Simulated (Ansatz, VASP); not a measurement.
# One calculation of Ca3F, two programs

```
CELL_PARAMETERS angstrom
4.53221 0.00000 0.00000
0.00000 4.53221 0.00000
0.00000 0.00000 4.53221
ATOMIC_POSITIONS crystal
Ca 0.00000 0.50000 0.50000
Ca 0.50000 0.00000 0.50000
Ca 0.50000 0.50000 0.00000
F 0.00000 0.00000 0.00000
```

Alike in both runs: task single point; functional PBE; k mesh 4 × 4 × 4; occupations gaussian, width 0.1 eV; no spin polarisation.

```csv
,VASP,Ansatz
version,VASP 6.6.1,Ansatz 0.2.0
potentials or method,"VASP PAW PBE potentials, release 64 (Ca_sv, F), cutoff 520 eV","scalar-relativistic, plane waves, PAW"
valence electrons in the cell,37,37
```

|  | VASP | Ansatz | Ansatz less VASP |
| --- | --- | --- | --- |
| gap on the k mesh at the Fermi level (eV) | none | none | - |
| pressure (GPa) | 11.6 | 11.7 | +0.03 |

A gap of «none» marks a metal or a gap that the smearing closes.
